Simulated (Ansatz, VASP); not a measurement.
**Ti2O in VASP and in Ansatz**

POSCAR

```
Ti2O
1.0
    2.9193980238      0.0000000000      0.0000000000
   -1.4596990119      2.5282728524      0.0000000000
    0.0000000000      0.0000000000      4.7130000000
Ti O
2 1
Direct
    0.6666666667      0.3333333333      0.2787400000
    0.3333333333      0.6666666667      0.7212600000
    0.0000000000      0.0000000000      0.0000000000
```

The input INCAR.step1:

```
SYSTEM = Ti2O
PREC = Accurate ; ENCUT = 660
ISMEAR = 0 ; SIGMA = 0.05
LREAL = .False. ; LASPH = .True.
NELM = 120 ; NBANDS = 22
GGA = PE ; ALGO = Normal
EDIFF = 1E-5 ; LWAVE = .True.
LCHARG = .False. ; GGA_COMPAT = .False.
```

Contents of INCAR.step2:

```
SYSTEM = Ti2O
PREC = Accurate ; ENCUT = 660
EDIFF = 1E-6 ; ISMEAR = 0
SIGMA = 0.05 ; LREAL = .False.
LASPH = .True. ; NELM = 120
ALGO = Normal ; ISIF = 2
LWAVE = .False. ; LCHARG = .False.
METAGGA = R2SCAN ; LMIXTAU = .True.
NBANDS = 22 ; ISTART = 1
GGA_COMPAT = .False.
```

The input KPOINTS:

```
regular mesh
0
Gamma
  9 9 5
  0 0 0
```

Input for Ansatz:

```yaml
crystal:
  lattice:
    - [2.9193980238, 0.0, 0.0]
    - [-1.4596990119, 2.5282728524, 0.0]
    - [0.0, 0.0, 4.713]
  atoms:
    - { symbol: Ti, position: [0.6666666667, 0.3333333333, 0.27874] }
    - { symbol: Ti, position: [0.3333333333, 0.6666666667, 0.72126] }
    - { symbol: O, position: [0.0, 0.0, 0.0] }
basis:
  ecutwfc: 500
kpoints:
  mp_grid: { grid: [9, 9, 5] }
hamiltonian:
  xc: r2scan
scf:
  occupations: { method: gaussian, width: 0.05 }
output:
  forces: true
  stress: true
  eigenvalues: true
```

Alike in both runs: task single point; functional r2SCAN; k mesh 9 × 9 × 5; occupations gaussian, width 0.05 eV; no spin polarisation.

```csv
,VASP,Ansatz
version,VASP 6.6.1,Ansatz 0.2.0
potentials or method,"VASP PAW PBE potentials, release 64 (Ti_sv, O), cutoff 660 eV","scalar-relativistic, plane waves, PAW"
valence electrons in the cell,30,30
```

|  | VASP | Ansatz | Ansatz less VASP |
| --- | --- | --- | --- |
| gap on the k mesh at the Fermi level (eV) | none | none | - |
| pressure (GPa) | 10.0 | 9.0 | -0.97 |
| traceless stress, the component that is largest in VASP (GPa) | 4.98 | 4.94 | -0.036 |
| rms of the force components (eV/Å) | 0.488 | 0.508 | +0.0204 |

VASP's potentials were made for PBE, not for r2SCAN. Atom by atom the forces differ by 0.020 eV/Å (rms over components). A gap of «none» marks a metal or a gap that the smearing closes.
